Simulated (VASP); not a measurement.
# SiC (Cm) in VASP: single point with PBE

Aim: the single point of SiC with PBE.

All numbers are computed with VASP 6.6.1; they aren't measurements. Logs are shortened: lines on timing, memory, paths and dates and some standing lists are left out, and cuts for length are marked.

## (1) The cell of the first run

It takes space group Cm (No. 8, monoclinic). Conventional cell: a = 5.325 Å, b = 3.075 Å, c = 15.295 Å, α = 90.00°, β = 100.02°, γ = 90.00°. Within 2.5 Å of Si (site symmetry m) lie 5 C at 1.88 to 2.43 Å. Within 2.5 Å of Si (site symmetry m) lie 4 C at 1.88 Å. Within 2.5 Å of Si (site symmetry m) lie 4 C at 1.88 Å. Within 2.5 Å of Si (site symmetry m) lie 4 C at 1.88 Å. Si (site symmetry m) has 4 C at 1.88 Å within 2.5 Å. Within 2.5 Å of Si (site symmetry m) lie 4 C at 1.88 Å. Within 2.5 Å of C (site symmetry m) lie 4 Si at 1.88 Å. Within 2.5 Å of C (site symmetry m) lie 4 Si at 1.88 Å.

## (2) Single point, PBE

File INCAR:

```
PREC = Accurate ; ENCUT = 520
EDIFF = 1E-6 ; ISMEAR = 0
SIGMA = 0.05 ; LREAL = False
LASPH = True ; NELM = 60
ALGO = Normal ; ISIF = 2
LWAVE = False ; LCHARG = False
GGA = PE ; NBANDS = 36
ISYM = 0
```

File KPOINTS:

```
Automatic mesh
0
Gamma
  10 10 2
```

File POSCAR:

```
SiC
1.0
    2.1740000000     -2.1740000000      0.0000000000
    2.1740000000      0.0000000000     -2.1740000000
    9.7830000000      7.6090000000      8.6960000000
Si C
6 6
Direct
    0.6354333333      0.6666666667      0.0624666667
   -0.4479000000      0.0000000000      0.8958000000
    0.2187666667      0.3333333333      0.2291333333
    0.3854333333      0.6666666667      0.5624666667
   -0.1979000000      0.0000000000      0.3958000000
   -0.0312333333      0.3333333333      0.7291333333
    0.4479333333      0.6666666667      0.4374666667
    0.8646000000      1.0000000000      0.2708000000
    0.0312666667      0.3333333333      0.6041333333
    0.1979333333      0.6666666667      0.9374666667
   -0.3854000000      0.0000000000      0.7708000000
    0.2812666667      0.3333333333      0.1041333333
```

Potentials or basis: VASP PAW PBE potentials, release 64 (Si, C).

On the command line:

```sh
> cat potpaw_PBE.64/Si/POTCAR potpaw_PBE.64/C/POTCAR > POTCAR
> mpirun -np 1 vasp_std > vasp.out
```

OUTCAR:

```text
PREC = Accurate
   ENCUT = 520
   EDIFF = 1E-6
   ISMEAR = 0
   LREAL = False
   LASPH = True
   NELM = 60
   ISIF = 2
   GGA = PE
   ISYM = 0

 ion  position               nearest neighbor table
   1  0.635  0.667  0.062-  12 1.88  12 1.88  12 1.88  10 2.43  10 2.43   2 2.66   3 3.07   3 3.07
                             3 3.07
   2  0.552  0.000  0.896-  11 1.88  10 1.88  10 1.88  10 1.88   1 2.66   6 3.07   6 3.07   6 3.07

   3  0.219  0.333  0.229-  12 1.88   8 1.88   8 1.88   8 1.88   1 3.07   1 3.07   1 3.07   5 3.07
                             5 3.07   5 3.07
   4  0.385  0.667  0.562-   9 1.88   9 1.88   9 1.88   7 1.88   6 3.07   6 3.07   6 3.07   5 3.07
                             5 3.07   5 3.07
   5  0.802  0.000  0.396-   8 1.88   7 1.88   7 1.88   7 1.88   4 3.07   4 3.07   3 3.07   3 3.07
                             4 3.07   3 3.07
   6  0.969  0.333  0.729-   9 1.88  11 1.88  11 1.88  11 1.88   4 3.07   4 3.07   4 3.07   2 3.07
                             2 3.07   2 3.07
   7  0.448  0.667  0.437-   4 1.88   5 1.88   5 1.88   5 1.88
   8  0.865  0.000  0.271-   5 1.88   3 1.88   3 1.88   3 1.88
   9  0.031  0.333  0.604-   4 1.88   4 1.88   4 1.88   6 1.88
  10  0.198  0.667  0.937-   2 1.88   2 1.88   2 1.88   1 2.43   1 2.43
  11  0.615  0.000  0.771-   2 1.88   6 1.88   6 1.88   6 1.88
  12  0.281  0.333  0.104-   1 1.88   1 1.88   1 1.88   3 1.88

IMPORTANT INFORMATION: All symmetrisations will be switched off!
NOSYMM: (Re-)initialisation of all symmetry stuff for point group C_1.

----------------------------------------------------------------------------------------

                                     Primitive cell

  volume of cell :     123.2991

  direct lattice vectors                    reciprocal lattice vectors
     2.174000000 -2.174000000  0.000000000     0.134161300 -0.325820301  0.134161300
     2.174000000  0.000000000 -2.174000000     0.153327200  0.153327200 -0.306654400
     9.783000000  7.609000000  8.696000000     0.038331800  0.038331800  0.038331800

  length of vectors
     3.074500285  3.074500285 15.140158057     0.377037634  0.375573404  0.066392625

  position of ions in fractional coordinates (direct lattice)
     0.635433333  0.666666667  0.062466667
     0.552100000  1.000000000  0.895800000
     0.218766667  0.333333333  0.229133333
     0.385433333  0.666666667  0.562466667
     0.802100000  1.000000000  0.395800000
     0.968766667  0.333333333  0.729133333
     0.447933333  0.666666667  0.437466667
     0.864600000  1.000000000  0.270800000
     0.031266667  0.333333333  0.604133333
     0.197933333  0.666666667  0.937466667
     0.614600000  1.000000000  0.770800000
     0.281266667  0.333333333  0.104133333

  ion indices of the primitive-cell ions
   primitive index   ion index
                 1           1
                 2           2
                 3           3
                 4           4
                 5           5
                 6           6
                 7           7
                 8           8
                 9           9
                10          10
                11          11
                12          12

----------------------------------------------------------------------------------------

 KPOINTS: Automatic mesh

Automatic generation of k-mesh.
 Grid dimensions read from file:
 generate k-points for:   10   10    2

 Generating k-lattice:

  Cartesian coordinates                     Fractional coordinates (reciprocal lattice)
     0.013416130 -0.032582030  0.013416130     0.100000000  0.000000000  0.000000000
     0.015332720  0.015332720 -0.030665440     0.000000000  0.100000000  0.000000000
     0.019165900  0.019165900  0.019165900     0.000000000  0.000000000  0.500000000

  Length of vectors
     0.037703763  0.037557340  0.033196313

  Shift w.r.t. Gamma in fractional coordinates (k-lattice)
     0.000000000  0.000000000  0.000000000

 -----------------------------------------------------------------------------
|                                                                             |
|           W    W    AA    RRRRR   N    N  II  N    N   GGGG   !!!           |
|           W    W   A  A   R    R  NN   N  II  NN   N  G    G  !!!           |
|           W    W  A    A  R    R  N N  N  II  N N  N  G       !!!           |
|           W WW W  AAAAAA  RRRRR   N  N N  II  N  N N  G  GGG   !            |
|           WW  WW  A    A  R   R   N   NN  II  N   NN  G    G                |
|           W    W  A    A  R    R  N    N  II  N    N   GGGG   !!!           |
|                                                                             |
|     Your reciprocal lattice and k-lattice belong to different lattice       |
|     classes:                                                                |
|                                                                             |
|        The reciprocal lattice is body-centered orthorhombic,                |
|        whereas your k-lattice is base-centered monoclinic.                  |
|                                                                             |
|     Results are often still useful ...                                      |
|                                                                             |
 -----------------------------------------------------------------------------

 WARNING: IBZKPT: internal override: KBLOWUP is changed to .FALSE.
      ... skipping the blow-up phase ...

 Subroutine IBZKPT returns following result:
 ===========================================

 Found    104 irreducible k-points:

 Following reciprocal coordinates:
            Coordinates               Weight
  0.000000  0.000000  0.000000      1.000000
  0.100000  0.000000  0.000000      2.000000
  0.200000  0.000000  0.000000      2.000000
  0.300000  0.000000  0.000000      2.000000
  0.400000  0.000000 -0.000000      2.000000
  0.500000  0.000000  0.000000      1.000000
[... 16 lines left out ...]
 -0.400000  0.200000  0.000000      2.000000
 -0.300000  0.200000 -0.000000      2.000000
 [... further k-points ...]
   k-points           NKPTS =    104   k-points in BZ     NKDIM =    104   number of bands    NBANDS=     36
   number of dos      NEDOS =    301   number of ions     NIONS =     12
   total plane-waves  NPLWV =  69120
   dimension x,y,z NGX =    24 NGY =   24 NGZ =  120
   dimension x,y,z NGXF=    48 NGYF=   48 NGZF=  240
   ions per type =               6   6
   NGX,Y,Z   is equivalent  to a cutoff of  12.98, 12.98, 13.18 a.u.
   NGXF,Y,Z  is equivalent  to a cutoff of  25.95, 25.95, 26.35 a.u.
 SYSTEM =  unknown system
   PREC   = accura    normal or accurate (medium, high low for compatibility)
   ISTART =      0    job   : 0-new  1-cont  2-samecut
   ICHARG =      2    charge: 1-file 2-atom 10-const
   ISPIN  =      1    spin polarized calculation?
   LNONCOLLINEAR =      F non collinear calculations
   LSORBIT =      F    spin-orbit coupling
   LASPH  =      T    aspherical Exc in radial PAW
   ENCUT  =  520.0 eV  38.22 Ry    6.18 a.u.   5.72  5.72 28.15*2*pi/ulx,y,z
   NELM   =     60;   NELMIN=  2; NELMDL= -5     # of ELM steps
   EDIFF  = 0.1E-05   stopping-criterion for ELM
   LREAL  =      F    real-space projection
   EDIFFG = 0.1E-04   stopping-criterion for IOM
   NSW    =      0    number of steps for IOM
   IBRION =     -1    ionic relax: 0-MD 1-quasi-New 2-CG
   NFREE  =      0    steps in history (QN), initial steepest desc. (CG)
   ISIF   =      2    stress and relaxation
   ISYM   =      0    0-nonsym 1-usesym 2-fastsym
   POTIM  = 0.5000    time-step for ionic-motion
   TEBEG  =    0.0;   TEEND  =   0.0 temperature during run
   PSTRESS=    0.0 pullay stress
   NELECT =      48.0000    total number of electrons
   NUPDOWN=      -1.0000    fix difference up-down
   EMIN   =  10.00;   EMAX   =-10.00  energy-range for DOS
   EFERMI =   0.00;   METHOD = LEGACY
   ISMEAR =     0;   SIGMA  =   0.05  broadening in eV -4-tet -1-fermi 0-gaus
   EFERMI_NEDOS =   21; number of points for ismear=-14 and -15
   IALGO  =     38    algorithm
   IMIX   =      4    mixing-type and parameters
     AMIX     =   0.40;   BMIX     =  1.00
     AMIX_MAG =   1.60;   BMIX_MAG =  1.00
  volume/ion in A,a.u.               =      10.27        69.34
  Fermi-wavevector in a.u.,A,eV,Ry     =   1.195369  2.258920 19.441458  1.428907
  Thomas-Fermi vector in A             =   2.331336
   LORBIT       =      0    0 simple, 1 ext, 2 COOP (PROOUT), +10 PAW based schemes
   GGA     = PE    functional components
   LHFCALC =     F    Hartree Fock is set to
   AEXX    =    0.0000 exact exchange contribution
   IVDW    =     0    specifies the selected vdW correction
   LEPSILON=     F    determine dielectric tensor
   LRPA    =     F    only Hartree local field effects (RPA)
 non-spin polarized calculation
 Gauss-broadening in eV      SIGMA  =   0.05
  energy-cutoff  :      520.00
  volume of cell :      123.30
 maximum number of plane-waves:      3354
   NGX = 11   NGY = 11   NGZ = 57

 number of electron      48.0000003 magnetization

 Free energy of the ion-electron system (eV)
  ---------------------------------------------------
  ext. energy  EPLUGINS =         0.00000000
  ---------------------------------------------------
  free energy    TOTEN  =       -88.35891913 eV

  energy without entropy =      -88.35891913  energy(sigma->0) =      -88.35891913

 E-fermi :   8.8523     XC(G=0): -11.4193

 val. band max:        8.5788184019   @ k =   0.1000   0.1000  -0.0000
 cond. band min:       9.6352947366   @ k =   0.0000   0.5000   0.0000
 fundamental gap:      1.0564763347
 Fermi energy:         8.8523005861

 k-point     1 :       0.0000    0.0000    0.0000
  band No.  band energies     occupation
      1      -7.2816      2.00000
      2      -6.7407      2.00000
      3      -6.6705      2.00000
      4      -5.2200      2.00000
      5      -5.1261      2.00000
      6      -3.6528      2.00000
[... 28 lines left out ...]
     35      15.6552      0.00000
     36      15.6962      0.00000

 k-point     2 :       0.1000    0.0000    0.0000
  band No.  band energies     occupation
      1      -7.1052      2.00000
      2      -6.5941      2.00000
      3      -6.4681      2.00000
      4      -5.1134      2.00000
      5      -4.9026      2.00000
      6      -3.5110      2.00000
[... 28 lines left out ...]
     35      15.6540      0.00000
     36      15.8863      0.00000

 k-point     3 :       0.2000    0.0000    0.0000
  band No.  band energies     occupation
      1      -6.5819      2.00000
      2      -6.1252      2.00000
      3      -5.9037      2.00000
      4      -4.7183      2.00000
      5      -4.3293      2.00000
      6      -3.1044      2.00000
[... 28 lines left out ...]
     35      16.3125      0.00000
     36      16.4414      0.00000
[... 742 lines left out ...]
 k-point    23 :      -0.4000    0.2000    0.0000
  band No.  band energies     occupation
      1      -3.4077      2.00000
      2      -3.1199      2.00000
      3      -3.0058      2.00000
      4      -2.5924      2.00000
      5      -2.3783      2.00000
      6      -1.8812      2.00000
[... 28 lines left out ...]
     35      16.0255      0.00000
     36      16.6220      0.00000

 k-point    24 :      -0.3000    0.2000   -0.0000
  band No.  band energies     occupation
      1      -4.2039      2.00000
      2      -3.8669      2.00000
      3      -3.5612      2.00000
      4      -2.8795      2.00000
      5      -2.3964      2.00000
      6      -1.8904      2.00000
[... 28 lines left out ...]
     35      16.4248      0.00000
     36      16.7024      0.00000

 [... further k-points ...]

------------------------ aborting loop because EDIFF is reached ----------------------------------------

  FORCE on cell =-STRESS in cart. coord.  units (eV):
  Direction    XX          YY          ZZ          XY          YZ          ZX
  --------------------------------------------------------------------------------------
  -------------------------------------------------------------------------------------
  Total        0.2156612      0.2159545      7.4419102      1.5675621      1.6015454      1.6013378
  in kB        2.8023521      2.8061634     96.7019305     20.3692700     20.8108578     20.8081595
  external PRESSURE =      34.1034820 kB  Pullay stress =       0.0000000 kB

 VOLUME and BASIS-vectors are now :
 -----------------------------------------------------------------------------
  energy-cutoff  :      520.00
  volume of cell :      123.30
      direct lattice vectors                 reciprocal lattice vectors
     2.174000000 -2.174000000  0.000000000     0.134161300 -0.325820301  0.134161300
     2.174000000  0.000000000 -2.174000000     0.153327200  0.153327200 -0.306654400
     9.783000000  7.609000000  8.696000000     0.038331800  0.038331800  0.038331800

 POSITION                                       TOTAL-FORCE (eV/Angst)
 -----------------------------------------------------------------------------------
      3.44188     -0.90612     -0.90612        -0.286931     -0.286922     -0.400858
      9.96388      5.61588      7.78988         0.093491      0.093484     -0.416379
      3.44188      1.26788      1.26788         0.070420      0.070431      0.403497
      7.78988      3.44188      3.44188         0.042730      0.042729      0.047599
      5.61588      1.26788      3.44188         0.045298      0.045301      0.056404
      9.96388      3.44188      5.61588         0.046132      0.046145      0.048535
      6.70288      2.35488      2.35488        -0.047870     -0.047864     -0.042637
      4.52888      0.18088      2.35488        -0.029948     -0.029985     -0.047908
      6.70288      4.52888      4.52888        -0.045875     -0.045874     -0.052037
     11.05088      6.70288      6.70288         0.202966      0.202964     -0.435418
      8.87688      4.52888      6.70288        -0.090012     -0.090021     -0.115482
      2.35488      0.18088      0.18088        -0.000400     -0.000387      0.954686
 -----------------------------------------------------------------------------------
    total drift:                                0.000025      0.000031     -0.000244

  FREE ENERGIE OF THE ION-ELECTRON SYSTEM (eV)
  ---------------------------------------------------
  free  energy   TOTEN  =       -88.3589191308 eV

  energy  without entropy=      -88.3589191308  energy(sigma->0) =      -88.35891913
```

It took 7.9 min on 1 thread of Intel Xeon Platinum 8259CL at 2.50GHz (Skylake/Cascade Lake), shared host; peak memory 0.46 GiB.

Results:

- Free energy: -88.3589 eV
- Pressure: 3.4 GPa
- Largest force: 0.955 eV/Å
- Band gap on the k mesh: 1.06 eV, indirect (least direct gap 1.86 eV)

Forces in eV/Å, atoms in the order of the input:
```
Si  -0.287 -0.287 -0.401
Si   0.093  0.093 -0.416
Si   0.070  0.070  0.403
Si   0.043  0.043  0.048
Si   0.045  0.045  0.056
Si   0.046  0.046  0.049
C   -0.048 -0.048 -0.043
C   -0.030 -0.030 -0.048
C   -0.046 -0.046 -0.052
C    0.203  0.203 -0.435
C   -0.090 -0.090 -0.115
C    0.000  0.000  0.955
```
